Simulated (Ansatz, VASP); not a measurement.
SrO in VASP and in Ansatz

INCAR

```
SYSTEM = SrO
ALGO = Normal
EDIFF = 1E-7
ENCUT = 520
ISIF = 2
ISMEAR = 0
LASPH = .True.
LCHARG = .True.
LELF = .True.
LREAL = .False.
LVHAR = .True.
LWAVE = .False.
NBANDS = 24
NELM = 80
PREC = Accurate
SIGMA = 0.05
```

The input KPOINTS:

```
k-points
0
Gamma
  9 9 6
  0 0 0
```

POSCAR

```
SrO
1.0
    4.2754662656      0.0106886657      0.0000000000
   -2.1284764768      3.6973180662      0.0000000000
    0.0000000000      0.0000000000      5.1555949900
Sr O
2 2
Direct
    0.3333333333      0.6666666667      0.9381277000
    0.6666666667      0.3333333333      0.4381277000
    0.3333333333      0.6666666667      0.4368723000
    0.6666666667      0.3333333333      0.9368723000
```

Input for Ansatz:

```yaml
crystal:
  lattice:
    - [4.2754662656, 0.0106886657, 0.0]
    - [-2.1284764768, 3.6973180662, 0.0]
    - [0.0, 0.0, 5.15559499]
  atoms:
    - { symbol: Sr, position: [0.3333333333, 0.6666666667, 0.9381277] }
    - { symbol: Sr, position: [0.6666666667, 0.3333333333, 0.4381277] }
    - { symbol: O, position: [0.3333333333, 0.6666666667, 0.4368723] }
    - { symbol: O, position: [0.6666666667, 0.3333333333, 0.9368723] }
basis:
  ecutwfc: 420
kpoints:
  mp_grid: { grid: [9, 9, 6] }
hamiltonian:
  xc: lda
scf:
  occupations: { method: gaussian, width: 0.05 }
output:
  forces: true
  stress: true
  eigenvalues: true
```

Change from the starting cell: strain +0.0050 x Voigt [0, 0, 0, 0, 0, 1], atoms carried along.

Alike in both runs: task single point; functional LDA; k mesh 9 × 9 × 6; occupations gaussian, width 0.05 eV; no spin polarisation.

```csv
,VASP,Ansatz
version,VASP 6.6.1,Ansatz 0.2.0
potentials or method,"VASP PAW LDA potentials, release 64 (Sr_sv, O), cutoff 520 eV","scalar-relativistic, plane waves, PAW"
valence electrons in the cell,32,32
```

Ansatz gave:

* gap on the k mesh at the Fermi level (eV): 2.46
* least direct gap on the mesh (eV): 2.46
* pressure (GPa): -4.5
* traceless stress, the component that is largest in VASP (GPa): -0.37
* rms of the force components (eV/Å): 0.013

Question: Which values does VASP return?

Answer: gap on the k mesh at the Fermi level (eV): 2.45; least direct gap on the mesh (eV): 2.45; pressure (GPa): -3.9; traceless stress, the component that is largest in VASP (GPa): -0.35; rms of the force components (eV/Å): 0.014.

LDA's correlation is that of Perdew and Zunger in VASP and of Perdew and Wang (1992) in Ansatz. Atom by atom the forces differ by 0.001 eV/Å (rms over components).
